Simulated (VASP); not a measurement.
## ZnS: single point with r2SCAN

Crystal: ZnS.

```
Zn S
1.0
    -2.69451   -2.69451    0.00000
     2.69451   -2.69451    0.00000
    -1.79616    0.00000   10.77805
Zn S
4 4
Direct
  0.43751 0.56249 0.18750
  0.85418 0.14582 0.43750
  0.27086 0.72914 0.68750
  0.68753 0.31247 0.93750
  0.39584 0.10416 0.31250
  0.81252 0.68748 0.56250
  0.22919 0.27081 0.81250
  0.97917 0.52083 0.06250
```

| Item | Value |
| --- | --- |
| Program | VASP 6.6.1 |
| Task | single point |
| Functional | r2SCAN |
| Potentials or basis | VASP PAW PBE potentials, release 64 (Zn, S) |
| Cutoff | 520 eV |
| k mesh | 6 × 6 × 2 |
| Occupations | gaussian, width 0.05 eV |
| Spin | no spin polarisation |

```yaml
Pressure: 5.0 GPa
Largest_force: 5.293 eV/Å
Band_gap_on_the_k_mesh: 1.53 eV, direct
```

Forces in eV/Å, atoms in the order of the input:
```
Zn  -0.200 -0.255  0.672
Zn  -0.036 -0.038 -0.063
Zn   0.001 -0.152 -0.285
Zn   1.124  3.050 -3.491
S    0.125  0.149  0.069
S   -0.088 -0.004  0.045
S   -1.370 -0.270 -1.600
S    0.446 -2.480  4.655
```

Stress tensor (GPa, compression positive):
```
 0.73 -0.04  2.96
-0.04  2.96 -2.57
 2.96 -2.57 11.30
```

Levels at points of the mesh, in eV from the valence-band top:
```
           k point  band 33  band 34  band 35  band 36  band 37  band 38  band 39  band 40
(0.00, 0.00, 0.00)    -1.06    -0.93    -0.58     0.00     1.53     3.18     3.52     4.06
(0.50, 0.00, 0.00)    -1.37    -1.35    -0.72    -0.30     2.66     3.81     4.54     4.98
(0.00, 0.50, 0.00)    -1.40    -1.38    -1.31    -0.49     2.73     3.05     4.26     4.70
(0.50, 0.50, 0.00)    -3.00    -2.99    -2.14    -1.00     1.71     3.05     3.99     4.14
(0.00, 0.00, 0.50)    -1.36    -0.79    -0.69    -0.37     1.96     3.14     3.65     3.85
(0.50, 0.00, 0.50)    -1.37    -1.35    -0.88    -0.50     3.08     3.92     4.29     4.81
(0.00, 0.50, 0.50)    -1.41    -1.39    -1.31    -0.72     2.80     3.38     4.12     4.44
(0.50, 0.50, 0.50)    -3.01    -3.00    -2.17    -1.05     1.78     3.34     4.12     4.14
```

It took 6 min on 1 thread of Intel(R) Xeon(R) 6975P-C (Granite Rapids) (shared host), peak memory 0.39 GiB.

Caveat: the PAW data sets were made with another functional, which shifts forces and pressure a little. A k mesh can miss the band edges.
